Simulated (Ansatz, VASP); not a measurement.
# Two plane-wave programs on ZnS

File INCAR:

```
ALGO     = Normal         # electronic algorithm
EDIFF    = 1E-6           # SCF threshold, eV
ENCUT    = 520            # plane-wave cutoff, eV
GGA      = PS             # functional
ISIF     = 2              # what is computed and relaxed
ISMEAR   = 0              # smearing method
LASPH    = T              # aspherical terms in the spheres
LCHARG   = F              # write CHGCAR
LREAL    = F              # projectors in reciprocal space
LWAVE    = F              # write WAVECAR
NBANDS   = 26             # bands
NELM     = 80             # most SCF steps
PREC     = Accurate       # precision mode
SIGMA    = 0.05           # smearing width, eV
```

KPOINTS

```
k-points
0
Gamma
  9 9 6
```

File POSCAR:

```
ZnS
1.0
    3.7814465092      0.0000000000      0.0000000000
   -1.8907232546      3.2748287400      0.0000000000
    0.0000000000      0.0000000000      6.2087146531
Zn S
2 2
Direct
    0.3223240546      0.6967445754      0.0054424479
    0.6776759454      0.3032554246      0.5054424479
    0.3425406679      0.6415117609      0.3795575521
    0.6574593321      0.3584882391      0.8795575521
```

Input for Ansatz:

```yaml
crystal:
  lattice:
    - [3.7814465092, 0.0, 0.0]
    - [-1.8907232546, 3.27482874, 0.0]
    - [0.0, 0.0, 6.2087146531]
  atoms:
    - { symbol: Zn, position: [0.3223240546, 0.6967445754, 0.0054424479] }
    - { symbol: Zn, position: [0.6776759454, 0.3032554246, 0.5054424479] }
    - { symbol: S, position: [0.3425406679, 0.6415117609, 0.3795575521] }
    - { symbol: S, position: [0.6574593321, 0.3584882391, 0.8795575521] }
basis:
  ecutwfc: 520.0
kpoints:
  mp_grid: { grid: [9, 9, 6] }
hamiltonian:
  xc: pbesol
  pseudopotentials: { kind: paw }
scf:
  occupations: { method: gaussian, width: 0.05 }
output:
  forces: true
  stress: true
  eigenvalues: true
```

Change from the starting cell: mode 4 frozen in at -0.099 Å and mode 5 at +0.099 Å (largest displacements).

Alike in both runs: task single point; functional PBEsol; k mesh 9 × 9 × 6; occupations gaussian, width 0.05 eV; no spin polarisation.

|  | VASP | Ansatz |
| --- | --- | --- |
| version | VASP 6.6.1 | Ansatz 0.2.0 |
| potentials or method | VASP PAW PBE potentials, release 64 (Zn, S), cutoff 520 eV | scalar-relativistic, plane waves, PAW |
| valence electrons in the cell | 36 | 36 |

```csv
,VASP,Ansatz,Ansatz less VASP
gap on the k mesh at the Fermi level (eV),2.11,2.10,-0.005
least direct gap on the mesh (eV),2.11,2.10,-0.005
pressure (GPa),0.0,-0.2,-0.21
"traceless stress, the component that is largest in VASP (GPa)",0.35,0.35,-0.002
rms of the force components (eV/Å),0.076,0.077,+0.0008
```

VASP's potentials were made for PBE, not for PBEsol. Atom by atom the forces differ by 0.001 eV/Å (rms over components). With one functional, cell and mesh, what is left measures potentials, basis and numerics.
